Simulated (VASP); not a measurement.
# Ta2N (P-31m) in VASP: further runs

The runs below take Ta2N through single point, with PBE.

Everything below comes from runs of VASP 6.6.1. Logs are shortened: lines on timing, memory, paths and dates and some standing lists are left out, and cuts for length are marked.

**1. The cell of the first run**

Symmetry: P-31m, No. 162, trigonal system. Conventional cell: a = 5.350 Å, b = 5.350 Å, c = 4.889 Å, α = 90.00°, β = 90.00°, γ = 120.00°. Within 2.8 Å of Ta (site symmetry m) lie 3 N at 2.15 to 2.20 Å. Within 2.8 Å of N (site symmetry 32) lie 6 Ta at 2.15 Å. N (site symmetry -3m) has 6 Ta at 2.20 Å within 2.9 Å.

**2. Single point, PBE**

File INCAR:

```
SYSTEM = Ta2N
ALGO = Normal
EDIFF = 1E-7
ENCUT = 520
GGA = PE
ISIF = 2
ISMEAR = 0
LASPH = .TRUE.
LCHARG = .FALSE.
LREAL = .FALSE.
LWAVE = .FALSE.
NBANDS = 50
NELM = 60
PREC = Accurate
SIGMA = 0.15
```

File KPOINTS:

```
k-points
0
G
  9 9 8
  0 0 0
```

File POSCAR:

```
Ta2N
1.0
    5.3499814770      0.0000000000      0.0000000000
   -2.6749907385      4.6332198689      0.0000000000
    0.0000000000      0.0000000000      4.8893480719
Ta N
6 3
Direct
    0.6553111351      0.6553111351      0.7528547364
    0.0000000000      0.3446888649      0.7528547364
    0.3446888649      0.0000000000      0.7528547364
    0.3446888649      0.3446888649      0.2471452636
    0.0000000000      0.6553111351      0.2471452636
    0.6553111351      0.0000000000      0.2471452636
    0.6666666667      0.3333333333      0.5000000000
    0.3333333333      0.6666666667      0.5000000000
    0.0000000000      0.0000000000      0.0000000000
```

Potentials or basis: VASP PAW PBE potentials, release 64 (Ta_pv, N).

Command:

```console
$ cat potpaw_PBE.64/Ta_pv/POTCAR potpaw_PBE.64/N/POTCAR > POTCAR
$ mpirun -np 1 vasp_std > vasp.out
```

OUTCAR:

```text
SYSTEM = Ta2N
   EDIFF = 1E-7
   ENCUT = 520
   GGA = PE
   ISIF = 2
   ISMEAR = 0
   LASPH = .TRUE.
   LREAL = .FALSE.
   NELM = 60
   PREC = Accurate

 ion  position               nearest neighbor table
   1  0.655  0.655  0.753-   8 2.15   7 2.15   9 2.20   4 2.93   4 2.98   2 3.04   2 3.04   3 3.04
                             3 3.04   5 3.04   6 3.04   5 3.08   6 3.08   3 3.19   2 3.19
   2  0.000  0.345  0.753-   7 2.15   8 2.15   9 2.20   5 2.93   5 2.98   1 3.04   1 3.04   3 3.04
                             3 3.04   4 3.04   6 3.04   4 3.08   6 3.08   3 3.19   1 3.19
   3  0.345  0.000  0.753-   8 2.15   7 2.15   9 2.20   6 2.93   6 2.98   1 3.04   2 3.04   1 3.04
                             2 3.04   4 3.04   5 3.04   4 3.08   5 3.08   2 3.19   1 3.19
   4  0.345  0.345  0.247-   7 2.15   8 2.15   9 2.20   1 2.93   1 2.98   5 3.04   5 3.04   6 3.04
                             6 3.04   2 3.04   3 3.04   2 3.08   3 3.08   6 3.19   5 3.19
   5  0.000  0.655  0.247-   8 2.15   7 2.15   9 2.20   2 2.93   2 2.98   4 3.04   4 3.04   6 3.04
                             6 3.04   1 3.04   3 3.04   1 3.08   3 3.08   6 3.19   4 3.19
   6  0.655  0.000  0.247-   7 2.15   8 2.15   9 2.20   3 2.93   3 2.98   4 3.04   5 3.04   4 3.04
                             5 3.04   2 3.04   1 3.04   1 3.08   2 3.08   5 3.19   4 3.19
   7  0.667  0.333  0.500-   2 2.15   6 2.15   5 2.15   3 2.15   4 2.15   1 2.15
   8  0.333  0.667  0.500-   5 2.15   3 2.15   2 2.15   6 2.15   1 2.15   4 2.15
   9  0.000  0.000  0.000-   3 2.20   6 2.20   1 2.20   4 2.20   5 2.20   2 2.20

  LATTYP: Found a hexagonal cell.
 ALAT       =     5.3499814770
 C/A-ratio  =     0.9139000000

  Lattice vectors:

 A1 = (   5.3499814770,   0.0000000000,   0.0000000000)
 A2 = (  -2.6749907385,   4.6332198689,   0.0000000000)
 A3 = (   0.0000000000,   0.0000000000,   4.8893480719)

Analysis of symmetry for initial positions (statically):
=====================================================================
 Subroutine PRICEL returns:
 Original cell was already a primitive cell.

 Routine SETGRP: Setting up the symmetry group for a
 hexagonal supercell.

 Subroutine GETGRP returns: Found 12 space group operations
 (whereof 12 operations were pure point group operations)
 out of a pool of 24 trial point group operations.

The static configuration has the point symmetry D_3d.

Analysis of symmetry for dynamics (positions and initial velocities):
=====================================================================
 Subroutine PRICEL returns:
 Original cell was already a primitive cell.

 Routine SETGRP: Setting up the symmetry group for a
 hexagonal supercell.

 Subroutine GETGRP returns: Found 12 space group operations
 (whereof 12 operations were pure point group operations)
 out of a pool of 24 trial point group operations.

The dynamic configuration has the point symmetry D_3d.

 Subroutine INISYM returns: Found 12 space group operations
 (whereof 12 operations are pure point group operations),
 and found     1 'primitive' translations

----------------------------------------------------------------------------------------

                                     Primitive cell

  volume of cell :     121.1954

  direct lattice vectors                    reciprocal lattice vectors
     5.349981477  0.000000000  0.000000000     0.186916535  0.107916312  0.000000000
    -2.674990739  4.633219869  0.000000000     0.000000000  0.215832624  0.000000000
     0.000000000  0.000000000  4.889348072     0.000000000  0.000000000  0.204526245

  length of vectors
     5.349981477  5.349981477  4.889348072     0.215832624  0.215832624  0.204526245

  position of ions in fractional coordinates (direct lattice)
     0.655311135  0.655311135  0.752854736
     0.000000000  0.344688865  0.752854736
     0.344688865  0.000000000  0.752854736
     0.344688865  0.344688865  0.247145264
     0.000000000  0.655311135  0.247145264
     0.655311135  0.000000000  0.247145264
     0.666666667  0.333333333  0.500000000
     0.333333333  0.666666667  0.500000000
     0.000000000  0.000000000  0.000000000

  ion indices of the primitive-cell ions
   primitive index   ion index
                 1           1
                 2           2
                 3           3
                 4           4
                 5           5
                 6           6
                 7           7
                 8           8
                 9           9

----------------------------------------------------------------------------------------

 KPOINTS: k-points

Automatic generation of k-mesh.
 Grid dimensions read from file:
 generate k-points for:    9    9    8

 Generating k-lattice:

  Cartesian coordinates                     Fractional coordinates (reciprocal lattice)
     0.020768504  0.011990701  0.000000000     0.111111111  0.000000000  0.000000000
     0.000000000  0.023981403  0.000000000     0.000000000  0.111111111  0.000000000
     0.000000000  0.000000000  0.025565781     0.000000000  0.000000000  0.125000000

  Length of vectors
     0.023981403  0.023981403  0.025565781

  Shift w.r.t. Gamma in fractional coordinates (k-lattice)
     0.000000000  0.000000000  0.000000000

 Subroutine IBZKPT returns following result:
 ===========================================

 Found     81 irreducible k-points:

 Following reciprocal coordinates:
            Coordinates               Weight
  0.000000  0.000000  0.000000      1.000000
  0.111111  0.000000  0.000000      6.000000
  0.222222  0.000000  0.000000      6.000000
  0.333333  0.000000  0.000000      6.000000
  0.444444  0.000000  0.000000      6.000000
  0.111111  0.111111  0.000000      6.000000
[... 16 lines left out ...]
 -0.111111  0.444444  0.125000     12.000000
  0.444444  0.111111  0.125000      6.000000
 [... further k-points ...]
   k-points           NKPTS =     81   k-points in BZ     NKDIM =     81   number of bands    NBANDS=     50
   number of dos      NEDOS =    301   number of ions     NIONS =      9
   total plane-waves  NPLWV =  57600
   dimension x,y,z NGX =    40 NGY =   40 NGZ =   36
   dimension x,y,z NGXF=    80 NGYF=   80 NGZF=   72
   ions per type =               6   3
   NGX,Y,Z   is equivalent  to a cutoff of  12.43, 12.43, 12.24 a.u.
   NGXF,Y,Z  is equivalent  to a cutoff of  24.86, 24.86, 24.48 a.u.
 SYSTEM =  Ta2N
   PREC   = accura    normal or accurate (medium, high low for compatibility)
   ISTART =      0    job   : 0-new  1-cont  2-samecut
   ICHARG =      2    charge: 1-file 2-atom 10-const
   ISPIN  =      1    spin polarized calculation?
   LNONCOLLINEAR =      F non collinear calculations
   LSORBIT =      F    spin-orbit coupling
   LASPH  =      T    aspherical Exc in radial PAW
   ENCUT  =  520.0 eV  38.22 Ry    6.18 a.u.   9.95  9.95  9.09*2*pi/ulx,y,z
   NELM   =     60;   NELMIN=  2; NELMDL= -5     # of ELM steps
   EDIFF  = 0.1E-06   stopping-criterion for ELM
   LREAL  =      F    real-space projection
   EDIFFG = 0.1E-05   stopping-criterion for IOM
   NSW    =      0    number of steps for IOM
   IBRION =     -1    ionic relax: 0-MD 1-quasi-New 2-CG
   NFREE  =      0    steps in history (QN), initial steepest desc. (CG)
   ISIF   =      2    stress and relaxation
   ISYM   =      2    0-nonsym 1-usesym 2-fastsym
   POTIM  = 0.5000    time-step for ionic-motion
   TEBEG  =    0.0;   TEEND  =   0.0 temperature during run
   PSTRESS=    0.0 pullay stress
   NELECT =      81.0000    total number of electrons
   NUPDOWN=      -1.0000    fix difference up-down
   EMIN   =  10.00;   EMAX   =-10.00  energy-range for DOS
   EFERMI =   0.00;   METHOD = LEGACY
   ISMEAR =     0;   SIGMA  =   0.15  broadening in eV -4-tet -1-fermi 0-gaus
   EFERMI_NEDOS =   21; number of points for ismear=-14 and -15
   IALGO  =     38    algorithm
   IMIX   =      4    mixing-type and parameters
     AMIX     =   0.40;   BMIX     =  1.00
     AMIX_MAG =   1.60;   BMIX_MAG =  1.00
  volume/ion in A,a.u.               =      13.47        90.87
  Fermi-wavevector in a.u.,A,eV,Ry     =   1.431334  2.704830 27.874505  2.048718
  Thomas-Fermi vector in A             =   2.551082
   LORBIT       =      0    0 simple, 1 ext, 2 COOP (PROOUT), +10 PAW based schemes
   GGA     = PE    functional components
   LHFCALC =     F    Hartree Fock is set to
   AEXX    =    0.0000 exact exchange contribution
   IVDW    =     0    specifies the selected vdW correction
   LEPSILON=     F    determine dielectric tensor
   LRPA    =     F    only Hartree local field effects (RPA)
 non-spin polarized calculation
 Gauss-broadening in eV      SIGMA  =   0.15
  energy-cutoff  :      520.00
  volume of cell :      121.20
 maximum number of plane-waves:      3286
   NGX = 19   NGY = 19   NGZ = 19

 number of electron      81.0000002 magnetization

 Free energy of the ion-electron system (eV)
  ---------------------------------------------------
  ext. energy  EPLUGINS =         0.00000000
  ---------------------------------------------------
  free energy    TOTEN  =      -103.86963153 eV

  energy without entropy =     -103.83450448  energy(sigma->0) =     -103.85206800

 E-fermi :   7.4476     XC(G=0): -12.8973

 val. band max:        7.4394669703   @ k =   0.2222   0.0000   0.0000
 cond. band min:       7.4516519778   @ k =  -0.2222  -0.4444   0.1250
 fundamental gap:      0.0121850075
 Fermi energy:         7.4475645953

 k-point     1 :       0.0000    0.0000    0.0000
  band No.  band energies     occupation
      1     -28.3007      2.00000
      2     -28.0710      2.00000
      3     -27.8128      2.00000
      4     -27.8128      2.00000
      5     -27.7811      2.00000
      6     -27.7811      2.00000
[... 42 lines left out ...]
     49      10.2728      0.00000
     50      10.8348      0.00000
[... 1217 lines left out ...]
     49      10.5837      0.00000
     50      10.7250      0.00000

 [... further k-points ...]

------------------------ aborting loop because EDIFF is reached ----------------------------------------

  FORCE on cell =-STRESS in cart. coord.  units (eV):
  Direction    XX          YY          ZZ          XY          YZ          ZX
  --------------------------------------------------------------------------------------
  -------------------------------------------------------------------------------------
  Total       -0.5393895     -0.5393895      4.3705993      0.0000000      0.0000000      0.0000000
  in kB       -7.1306146     -7.1306146     57.7783897      0.0000000      0.0000000      0.0000000
  external PRESSURE =      14.5057202 kB  Pullay stress =       0.0000000 kB

 VOLUME and BASIS-vectors are now :
 -----------------------------------------------------------------------------
  energy-cutoff  :      520.00
  volume of cell :      121.20
      direct lattice vectors                 reciprocal lattice vectors
     5.349981477  0.000000000  0.000000000     0.186916535  0.107916312  0.000000000
    -2.674990739  4.633219869  0.000000000     0.000000000  0.215832624  0.000000000
     0.000000000  0.000000000  4.889348072     0.000000000  0.000000000  0.204526245

 POSITION                                       TOTAL-FORCE (eV/Angst)
 -----------------------------------------------------------------------------------
      1.75295      3.03620      3.68097         0.705136      1.221332      0.599336
     -0.92204      1.59702      3.68097         0.705136     -1.221332      0.599336
      1.84408      0.00000      3.68097        -1.410272     -0.000000      0.599336
      0.92204      1.59702      1.20838        -0.705136     -1.221332     -0.599336
     -1.75295      3.03620      1.20838        -0.705136      1.221332     -0.599336
      3.50590      0.00000      1.20838         1.410272      0.000000     -0.599336
      2.67499      1.54441      2.44467        -0.000000      0.000000     -0.000000
     -0.00000      3.08881      2.44467        -0.000000      0.000000     -0.000000
      0.00000      0.00000      0.00000        -0.000000      0.000000     -0.000000
 -----------------------------------------------------------------------------------
    total drift:                                0.000000     -0.000000      0.000000

  FREE ENERGIE OF THE ION-ELECTRON SYSTEM (eV)
  ---------------------------------------------------
  free  energy   TOTEN  =      -103.8696315318 eV

  energy  without entropy=     -103.8345044754  energy(sigma->0) =     -103.85206800
```

It took 3.4 min on 1 thread of Intel Xeon 6975P-C (Granite Rapids), shared host; peak memory 0.47 GiB.

What came out:

```
Free energy            : -103.8696 eV
Pressure               : 1.5 GPa
Largest force          : 1.532 eV/Å
Band gap on the k mesh : zero (an odd number of electrons rules out a gap without spin polarisation)
```

Forces in eV/Å, atoms in the order of the input:
```
Ta   0.705  1.221  0.599
Ta   0.705 -1.221  0.599
Ta  -1.410  0.000  0.599
Ta  -0.705 -1.221 -0.599
Ta  -0.705  1.221 -0.599
Ta   1.410  0.000 -0.599
N    0.000  0.000  0.000
N    0.000  0.000  0.000
N    0.000  0.000  0.000
```

Levels at points of the mesh, in eV from the Fermi level:
| k point | band 38 | band 39 | band 40 | band 41 | band 42 | band 43 | band 44 | band 45 |
| --- | --- | --- | --- | --- | --- | --- | --- | --- |
| (0.00, 0.00, 0.00) | -0.71 | -0.63 | -0.63 | -0.24 | -0.24 | -0.23 | 0.50 | 0.50 |
| (0.00, 0.00, 0.50) | -1.82 | -1.40 | -1.40 | -0.65 | 0.66 | 0.66 | 0.73 | 1.65 |

Caveat: the stress differs along the axes, from -1 to 6 GPa; spin-orbit coupling is left out, which moves the levels of the heavy elements; forces of over 1 eV/Å act on the atoms, so gaps and moduli don't describe the material at rest.

**3. Single point, PBE**

This run uses another cell than the first one, of the same volume but with other edges.

File INCAR:

```
  PREC = Accurate
  ENCUT = 520
  EDIFF = 1E-7
  ISMEAR = 0
  SIGMA = 0.15
  LREAL = F
  LASPH = T
  NELM = 80
  ALGO = Normal
  ISIF = 2
  LWAVE = F
  LCHARG = T
  GGA = PE
  LELF = T
  LVHAR = T
  NBANDS = 50
```

File KPOINTS:

```
regular mesh
0
Gamma
  9 9 8
```

File POSCAR:

```
Ta2N
1.0
    5.2118624604      0.0000000000      0.0000000000
   -2.6059312302      4.5136052918      0.0000000000
    0.0000000000      0.0000000000      5.1519260421
Ta N
6 3
Direct
    0.6317886868      0.6317886868      0.7528547364
    0.0000000000      0.3682113132      0.7528547364
    0.3682113132      0.0000000000      0.7528547364
    0.3682113132      0.3682113132      0.2471452636
    0.0000000000      0.6317886868      0.2471452636
    0.6317886868      0.0000000000      0.2471452636
    0.6666666667      0.3333333333      0.5000000000
    0.3333333333      0.6666666667      0.5000000000
    0.0000000000      0.0000000000      0.0000000000
```

Potentials or basis: VASP PAW PBE potentials, release 64 (Ta_pv, N).

Command:

```console
$ cat potpaw_PBE.64/Ta_pv/POTCAR potpaw_PBE.64/N/POTCAR > POTCAR
$ mpirun -np 1 vasp_std > vasp.out
```

Run time: 3.8 min. Hardware: 1 thread of Intel Xeon 6975P-C (Granite Rapids), shared host; peak memory 0.48 GiB.

The run converged. Its results:

* Free energy: -101.5768 eV
* Pressure: 8.9 GPa
* Largest force: 4.655 eV/Å
* Band gap on the k mesh: zero (an odd number of electrons rules out a gap without spin polarisation)

Forces on the atoms (eV/Å):
```
Ta   2.223  3.850  1.381
Ta   2.223 -3.850  1.381
Ta  -4.445  0.000  1.381
Ta  -2.223 -3.850 -1.381
Ta  -2.223  3.850 -1.381
Ta   4.445  0.000 -1.381
N    0.000  0.000  0.000
N    0.000  0.000  0.000
N    0.000  0.000  0.000
```

Stress tensor (GPa, compression positive):
```
13.88  0.00  0.00
 0.00 13.88  0.00
 0.00  0.00 -1.12
```

Levels at points of the mesh, in eV from the Fermi level:
```
           k point  band 39  band 40  band 41  band 42  band 43  band 44
(0.00, 0.00, 0.00)    -0.40    -0.40    -0.30    -0.30    -0.26     1.30
(0.00, 0.00, 0.50)    -0.73    -0.71    -0.71     0.46     0.46     0.70
```

Caveat: the stress differs along the axes, from -1 to 14 GPa; spin-orbit coupling is left out, which moves the levels of the heavy elements; forces of over 1 eV/Å act on the atoms, so gaps and moduli don't describe the material at rest.

**4. Single point, PBE**

This run uses another cell than the first one, of the same volume but with other edges.

File INCAR:

```
PREC = Accurate
ENCUT = 520
EDIFF = 1E-7
ISMEAR = 0
SIGMA = 0.15
LREAL = F
LASPH = T
NELM = 100
ALGO = Normal
ISIF = 2
LWAVE = F
LCHARG = F
GGA = PE
NBANDS = 50
```

KPOINTS is that of step 3.

File POSCAR:

```
Ta2N
1.0
    5.2791162262      0.0000000000      0.0000000000
   -2.6395581131      4.5718487614      0.0000000000
    0.0000000000      0.0000000000      5.0214953543
Ta N
6 3
Direct
    0.6905948076      0.6905948076      0.7528547364
    0.0000000000      0.3094051924      0.7528547364
    0.3094051924      0.0000000000      0.7528547364
    0.3094051924      0.3094051924      0.2471452636
    0.0000000000      0.6905948076      0.2471452636
    0.6905948076      0.0000000000      0.2471452636
    0.6666666667      0.3333333333      0.5000000000
    0.3333333333      0.6666666667      0.5000000000
    0.0000000000      0.0000000000      0.0000000000
```

Command:

```console
$ cat potpaw_PBE.64/Ta_pv/POTCAR potpaw_PBE.64/N/POTCAR > POTCAR
$ mpirun -np 1 vasp_std > vasp.out
```

Wall time 15 min (1 thread of Intel Xeon 8259CL, shared host); peak memory 0.49 GiB.

It converged, with:

```
Free energy            : -102.8580 eV
Pressure               : 6.2 GPa
Largest force          : 3.814 eV/Å
Band gap on the k mesh : zero (an odd number of electrons rules out a gap without spin polarisation)
```

Forces in eV/Å, atoms in the order of the input:
```
Ta  -1.796 -3.111 -1.282
Ta  -1.796  3.111 -1.282
Ta   3.592  0.000 -1.282
Ta   1.796  3.111  1.282
Ta   1.796 -3.111  1.282
Ta  -3.592  0.000  1.282
N    0.000  0.000  0.000
N    0.000  0.000  0.000
N    0.000  0.000  0.000
```

Stress tensor (GPa, compression positive):
```
8.90 0.00 0.00
0.00 8.90 0.00
0.00 0.00 0.66
```

Levels at points of the mesh, in eV from the Fermi level:
```tsv
k point	band 39	band 40	band 41	band 42	band 43	band 44
(0.00, 0.00, 0.00)	-0.40	-0.05	-0.05	0.08	0.08	1.14
(0.00, 0.00, 0.50)	-1.31	-1.13	-1.13	0.28	0.28	1.44
```

Caveat: the stress differs along the axes, from 1 to 9 GPa; spin-orbit coupling is left out, which moves the levels of the heavy elements; forces of over 1 eV/Å act on the atoms, so gaps and moduli don't describe the material at rest.

[end of part 1 of 2]

The gap in the log of VASP goes by the Fermi energy; the results here count the filled bands.